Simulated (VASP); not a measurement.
Write the native input for VASP 6.6.1 that does the following.

| Item | Value |
| --- | --- |
| Task | single point |
| Functional | PBE |
| Potentials or basis | VASP PAW PBE potentials, release 64 (Pb_d, F) |
| Cutoff | 520 eV |
| k mesh | 4 × 4 × 4 |
| Occupations | fermi-dirac, width 0.00861733 eV |
| Spin | no spin polarisation |
| Dipole correction | no |
| Further INCAR settings | ALGO = Normal; EDIFF = 1e-06; NBANDS = 21 |

The structure of PbF2 lies in POSCAR:

```
PbF2
1.0
    0.0000000000      2.9579484323      2.9579484323
    2.9579484323      0.0000000000      2.9579484323
    2.9579484323      2.9579484323      0.0000000000
Pb F
1 2
Direct
    0.0000000000      0.0000000000      0.0000000000
    0.7500000000      0.7500000000      0.7500000000
    0.2500000000      0.2500000000      0.2500000000
```

One way to write it, as run:

INCAR

```
  ALGO = Normal
  EDIFF = 1E-6
  ENCUT = 520
  GGA = PE
  ISIF = 2
  ISMEAR = -1
  LASPH = T
  LCHARG = T
  LELF = T
  LREAL = F
  LVHAR = T
  LWAVE = F
  NBANDS = 21
  NELM = 100
  PREC = Accurate
  SIGMA = 0.008617333262145177
```

KPOINTS

```
k-points
0
Gamma
  4 4 4
```

Potentials or basis: VASP PAW PBE potentials, release 64 (Pb_d, F).

Command:

```bash
$ cat potpaw_PBE.64/Pb_d/POTCAR potpaw_PBE.64/F/POTCAR > POTCAR
$ mpirun -np 1 vasp_std > vasp.out
```

It gave:

```
Pressure               : 3.0 GPa
Band gap on the k mesh : 4.41 eV, indirect (least direct gap 4.56 eV)
```

Caveat: the k points lie up to 0.46 Å⁻¹ apart; spin-orbit coupling is left out, which moves the levels of the heavy elements.

It took 15 s on 1 thread of Intel Xeon 6975P-C (shared host), peak memory 0.17 GiB.
